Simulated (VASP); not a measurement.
# Al31ZnO48 (a cell with a defect) in VASP: further runs, part 3 of 4

VASP 6.6.1. Earlier steps stand in the parts before.

### Step 4. Single point, PBE

INCAR reads:

```
PREC = Accurate
ENCUT = 520
EDIFF = 1E-6
ISMEAR = -1
SIGMA = 0.01
LREAL = Auto
LASPH = True
NELM = 120
ALGO = Normal
ISIF = 2
LWAVE = False
LCHARG = False
GGA = PE
NBANDS = 242
NELECT = 394.0
GGA_COMPAT = False
```

KPOINTS reads:

```
Automatic mesh
0
Gamma
  1 1 1
```

POSCAR reads:

```
Al31ZnO48
1.0
    4.8078835245      2.7758328471      8.7484141875
   -4.8078835245      2.7758328471      8.7484141875
    0.0000000000     -5.5516656942      8.7484141875
Al Zn O
31 1 48
Direct
    0.3267700850      0.3272578817      0.3275318620
    0.0733263730      0.0738095466      0.0740822961
    0.1753192853      0.1757994566      0.1760745562
    0.3222491997      0.3231602522      0.8262391185
    0.4240508739      0.4267299403      0.9274775725
    0.0749884655      0.0731706880      0.5740594818
    0.1756680731      0.1751489292      0.6760204331
    0.3226729838      0.8259604038      0.3230018577
    0.4262422491      0.9271980527      0.4248080400
    0.0726899734      0.5737820019      0.0757464981
    0.1746636651      0.6757529102      0.1764212407
    0.3233765269      0.8235570606      0.8242897770
    0.4266347400      0.9256382159      0.9251206271
    0.0762906304      0.5715930870      0.5725600355
    0.1739643970      0.6745746521      0.6786065790
    0.8254833016      0.3227254696      0.3234376353
    0.9267123379      0.4245372718      0.4270062418
    0.5732993683      0.0754684383      0.0734442620
    0.6752581873      0.1761418138      0.1754315922
    0.8235320852      0.3238527155      0.8238413672
    0.9243522716      0.4271207153      0.9259259260
    0.5718060072      0.0767626836      0.5718824765
    0.6778582517      0.1744446413      0.6748433307
    0.8230703949      0.8240120893      0.3241384596
    0.9251585098      0.9248411112      0.4273946164
    0.5711098734      0.5722805721      0.0770569398
    0.6740889997      0.6783326687      0.1747255601
    0.8230451549      0.8235256265      0.8238101828
    0.9252657020      0.9257534094      0.9260257684
    0.5730546265      0.5735349769      0.5738184357
    0.6756798477      0.6761578109      0.6764392703
    0.4324541986      0.4329169231      0.4332219305
    0.2214574692      0.0279031251      0.3745578880
    0.4713772088      0.1255161711      0.2770892713
    0.0274186136      0.3742830242      0.2222190977
    0.3738063213      0.2219401613      0.0281707520
    0.1250259046      0.2768127486      0.4721461391
    0.2763324358      0.4718610098      0.1257895723
    0.2206609807      0.0277564567      0.8755232622
    0.4705469445      0.1253126807      0.7781990271
    0.0265413026      0.3741935333      0.7227357943
    0.3739645001      0.2108525964      0.5309735071
    0.1226476052      0.2781814725      0.9738296260
    0.2625012039      0.4747182827      0.6413263443
    0.2103710424      0.5307051549      0.3747083419
    0.4742391584      0.6410404117      0.2632673507
    0.0272732237      0.8752533357      0.2214125807
    0.3737140025      0.7224528682      0.0273000740
    0.1248341235      0.7779216915      0.4713052177
    0.2776965199      0.9735490389      0.1234072628
    0.2203523819      0.5291867408      0.8780865470
    0.4712972566      0.6246304622      0.7782296215
    0.0278396372      0.8744949460      0.7222700174
    0.3744683323      0.7208055454      0.5276962878
    0.1236179309      0.7788750604      0.9722848121
    0.2767462513      0.9679976249      0.6261967523
    0.7219675390      0.0270138380      0.3744844915
    0.9730606945      0.1231299123      0.2784605546
    0.5302179449      0.3744370709      0.2111301007
    0.8747602555      0.2211382572      0.0280387995
    0.6405675795      0.2629766487      0.4750030785
    0.7774373051      0.4710299085      0.1255999571
    0.7215175562      0.0283212957      0.8747669856
    0.9715312328      0.1240960859      0.7791489149
    0.5269468722      0.3749456002      0.7210831962
    0.8773310151      0.2208305221      0.5294629023
    0.6254432667      0.2772239918      0.9682767363
    0.7774702846      0.4717791376      0.6249145657
    0.7203311751      0.5274239914      0.3752272128
    0.9675212469      0.6259262630      0.2774993682
    0.5287027689      0.8778095320      0.2211055820
    0.8740119828      0.7219948132      0.0285971045
    0.6241490140      0.7779496878      0.4720584152
    0.7783883337      0.9720090368      0.1243770564
    0.7207121798      0.5280817038      0.8750243608
    0.9666666395      0.6264809296      0.7808567002
    0.5276009351      0.8747379118      0.7214754219
    0.8742650855      0.7211921695      0.5283576491
    0.6259903759      0.7805780904      0.9674335646
    0.7800926559      0.9671503998      0.6267551034
```

Potentials or basis: VASP PAW PBE potentials, release 64 (Al, Zn, O).

Run with:

```bash
> cat potpaw_PBE.64/Al/POTCAR potpaw_PBE.64/Zn/POTCAR potpaw_PBE.64/O/POTCAR > POTCAR
> mpirun -np 1 vasp_gam > vasp.out
```

OUTCAR:

```text
PREC = Accurate
   ENCUT = 520
   EDIFF = 1E-6
   ISMEAR = -1
   LREAL = Auto
   LASPH = True
   NELM = 120
   ISIF = 2
   GGA = PE
   NELECT = 394.0

 ion  position               nearest neighbor table
   1  0.327  0.327  0.328-  38 1.92  34 1.92  37 1.92  45 1.93  59 1.93  42 1.93  32 2.77   7 2.80
                            19 2.80  11 2.80   5 3.29  17 3.29   9 3.29
   2  0.073  0.074  0.074-  47 1.87  39 1.87  60 1.87  50 1.99  43 1.99  58 1.99   3 2.68  13 2.83
                            21 2.83  25 2.83  11 3.25   7 3.25  19 3.25
   3  0.175  0.176  0.176-  33 1.87  35 1.87  36 1.87  43 1.98  50 1.98  58 1.98   2 2.68   4 2.80
                            16 2.80   8 2.80  18 3.26  10 3.26   6 3.26
   4  0.322  0.323  0.826-  44 1.83  40 1.87  43 1.88  36 1.97  65 1.99  51 2.01   5 2.68   3 2.80
                            15 2.81  23 2.85  32 3.18  13 3.25  21 3.25
   5  0.424  0.427  0.927-  38 1.87  52 1.87  67 1.87  51 1.98  36 2.00  65 2.01   4 2.68  18 2.81
                            10 2.81  30 2.83  12 3.24  20 3.26   1 3.29
   6  0.075  0.073  0.574-  66 1.86  33 1.88  53 1.88  56 1.97  37 1.98  64 2.00   7 2.66   9 2.81
                            17 2.81  29 2.82  23 3.25   3 3.26  15 3.26
   7  0.176  0.175  0.676-  42 1.83  39 1.87  41 1.88  37 1.99  64 1.99  56 2.01   6 2.66   1 2.80
                            12 2.82  20 2.82  22 3.24  14 3.24   2 3.25
   8  0.323  0.826  0.323-  46 1.83  49 1.87  50 1.88  33 1.97  54 1.99  71 2.01   9 2.68   3 2.80
                            27 2.81  15 2.85  32 3.18  25 3.25  13 3.25
   9  0.426  0.927  0.425-  34 1.87  73 1.87  56 1.87  71 1.98  33 2.00  54 2.01   8 2.68   6 2.81
[... 93 lines left out ...]
  79  0.626  0.781  0.967-  28 1.84  13 1.86  27 2.00  26 2.04
  80  0.780  0.967  0.627-  28 1.84  25 1.86  23 2.00  22 2.04

  LATTYP: Found a trigonal (rhomboedric) cell.
 ALAT       =    10.3612616402
 COS(alpha) =     0.5693617614

  Lattice vectors:

 A1 = (   4.8078835245,   2.7758328471,   8.7484141875)
 A2 = (  -4.8078835245,   2.7758328471,   8.7484141875)
 A3 = (   0.0000000000,  -5.5516656942,   8.7484141875)

[... 283 lines left out ...]
   GGA     = PE    functional components
   LHFCALC =     F    Hartree Fock is set to
   AEXX    =    0.0000 exact exchange contribution
   IVDW    =     0    specifies the selected vdW correction
   LEPSILON=     F    determine dielectric tensor
   LRPA    =     F    only Hartree local field effects (RPA)
 non-spin polarized calculation
  energy-cutoff  :      520.00
  volume of cell :      700.53
 maximum number of plane-waves:      9404
 NGX is ok and might be reduce to    80
   NGX = 39   NGY = 39   NGZ = 39

 number of electron     394.0000014 magnetization

 Free energy of the ion-electron system (eV)
  ---------------------------------------------------
  ext. energy  EPLUGINS =         0.00000000
  ---------------------------------------------------
  free energy    TOTEN  =      -583.13692646 eV

  energy without entropy =     -583.13692646  energy(sigma->0) =     -583.13692646

 E-fermi :   6.6086     XC(G=0): -11.5810

 val. band max:        6.2714761381   @ k =   0.0000   0.0000   0.0000
 cond. band min:      11.5196912695   @ k =   0.0000   0.0000   0.0000
 fundamental gap:      5.2482151314
 Fermi energy:         6.6085880603

 k-point     1 :       0.0000    0.0000    0.0000
  band No.  band energies     occupation
      1     -13.3447      2.00000
      2     -12.4179      2.00000
      3     -12.3934      2.00000
      4     -12.2874      2.00000
      5     -12.2803      2.00000
      6     -12.2803      2.00000
[... 201 lines left out ...]
    208      14.9775      0.00000
    209      15.0333      0.00000
 [bands above 209 left out]

------------------------ aborting loop because EDIFF is reached ----------------------------------------

  FORCE on cell =-STRESS in cart. coord.  units (eV):
  Direction    XX          YY          ZZ          XY          YZ          ZX
  --------------------------------------------------------------------------------------
  -------------------------------------------------------------------------------------
  Total       19.3848598     19.3828736     17.0308251      0.0057016     -0.0011071     -0.0006407
  in kB       44.3348673     44.3303245     38.9509843      0.0130401     -0.0025321     -0.0014654
  external PRESSURE =      42.5387253 kB  Pullay stress =       0.0000000 kB

 VOLUME and BASIS-vectors are now :
 -----------------------------------------------------------------------------
  energy-cutoff  :      520.00
  volume of cell :      700.53
      direct lattice vectors                 reciprocal lattice vectors
     4.807883525  2.775832847  8.748414187     0.103995864  0.060042040  0.038102144
    -4.807883525  2.775832847  8.748414187    -0.103995864  0.060042040  0.038102144
     0.000000000 -5.551665694  8.748414187     0.000000000 -0.120084080  0.038102144

 POSITION                                       TOTAL-FORCE (eV/Angst)
 -----------------------------------------------------------------------------------
     -0.00235     -0.00288      8.58709         0.001755      0.001962     -0.000628
     -0.00232     -0.00286      1.93531        -0.001182     -0.001863     -0.007828
     -0.00231     -0.00286      4.61211         0.000797      0.001647      0.008582
     -0.00438     -2.79545     12.87459         0.001904      0.001227     -0.010393
     -0.01288     -2.78742     15.55694         0.003883      0.003545      0.007465
      0.00874     -2.77572      6.31827         0.002478      0.002173     -0.008388
[... 72 lines left out ...]
     -0.74324     -1.46647     20.76875        -0.001133      0.001068      0.000623
     -0.89935      1.37052     20.76872         0.002109      0.002195      0.000270
 -----------------------------------------------------------------------------------
    total drift:                               -0.004537     -0.001214     -0.009032

  FREE ENERGIE OF THE ION-ELECTRON SYSTEM (eV)
  ---------------------------------------------------
  free  energy   TOTEN  =      -583.1369264567 eV

  energy  without entropy=     -583.1369264567  energy(sigma->0) =     -583.13692646
```

Run time: 8.8 min. Hardware: 1 thread of Intel Xeon Platinum 8488C (Sapphire Rapids), shared host; peak memory 0.95 GiB.

Results:

| Property | Result |
| --- | --- |
| Free energy | -583.1369 eV |
| Largest force | 0.058 eV/Å |

Forces in eV/Å, atoms in the order of the input:
```
Al   0.002  0.002 -0.001
Al  -0.001 -0.002 -0.008
Al   0.001  0.002  0.009
Al   0.002  0.001 -0.010
Al   0.004  0.004  0.007
Al   0.002  0.002 -0.008
Al  -0.003  0.003  0.012
Al   0.001 -0.003 -0.010
Al   0.002 -0.002  0.007
Al  -0.001 -0.003 -0.009
Al   0.004  0.002  0.011
Al   0.001  0.000 -0.007
Al  -0.002 -0.004  0.008
Al   0.007  0.003 -0.003
Al   0.001  0.001  0.008
Al  -0.002  0.003 -0.010
Al  -0.002  0.000  0.008
Al  -0.003  0.001 -0.009
Al   0.001 -0.003  0.012
Al  -0.003 -0.001 -0.008
Al   0.004  0.002  0.009
Al  -0.006  0.005 -0.004
Al  -0.002 -0.001  0.008
Al   0.000 -0.001 -0.007
Al  -0.002  0.002  0.009
Al  -0.002 -0.008 -0.003
Al   0.002  0.000  0.009
Al   0.000  0.001 -0.011
Al   0.002  0.002  0.013
Al  -0.001  0.001 -0.015
Al   0.000 -0.001  0.004
Zn  -0.001  0.001 -0.011
O   -0.003  0.002  0.003
O   -0.006 -0.001  0.002
O    0.002  0.004  0.003
O    0.001 -0.004  0.003
O    0.001  0.005  0.002
O    0.003 -0.004  0.001
O   -0.004 -0.002 -0.002
O   -0.005 -0.003  0.001
O   -0.002  0.001 -0.005
O    0.010 -0.013 -0.019
O   -0.003  0.001 -0.002
O   -0.031 -0.044  0.021
O   -0.016 -0.006 -0.017
O   -0.022  0.049  0.020
O    0.001  0.002 -0.002
O    0.002  0.001 -0.004
O   -0.002  0.004  0.000
O    0.002  0.001  0.000
O   -0.007 -0.002  0.005
O    0.002 -0.002 -0.003
O    0.001  0.000  0.001
O   -0.002 -0.001  0.001
O   -0.003  0.001 -0.003
O    0.002 -0.001 -0.002
O    0.001  0.000 -0.005
O    0.000 -0.003 -0.001
O    0.004  0.015 -0.018
O    0.003 -0.002 -0.001
O    0.053 -0.004  0.020
O    0.005  0.000 -0.001
O    0.001  0.000  0.000
O    0.002 -0.005 -0.001
O    0.001 -0.003  0.001
O    0.005 -0.005  0.006
O    0.001  0.002 -0.003
O    0.001  0.003 -0.004
O    0.000  0.001  0.002
O   -0.002  0.000 -0.003
O    0.001  0.006  0.006
O    0.000  0.000  0.001
O   -0.003  0.000 -0.003
O    0.002  0.003 -0.002
O   -0.004 -0.001  0.000
O    0.001 -0.001  0.000
O    0.002  0.002  0.000
O    0.001 -0.005 -0.001
O   -0.001  0.001  0.001
O    0.002  0.002  0.000
```

Levels at points of the mesh, in eV from the Fermi level:
```
           k point  band 194  band 195  band 196  band 197  band 198  band 199  band 200  band 201
(0.00, 0.00, 0.00)     -0.91     -0.81     -0.34     -0.34      4.91      7.19      7.42      7.67
```

Caveat: the k points lie up to 0.79 Å⁻¹ apart; the cell carries a net charge on a neutralising background, which shifts energy and pressure; the cell is charged against a uniform background, so pressure and absolute levels hang on convention.

[end of part 3 of 4]
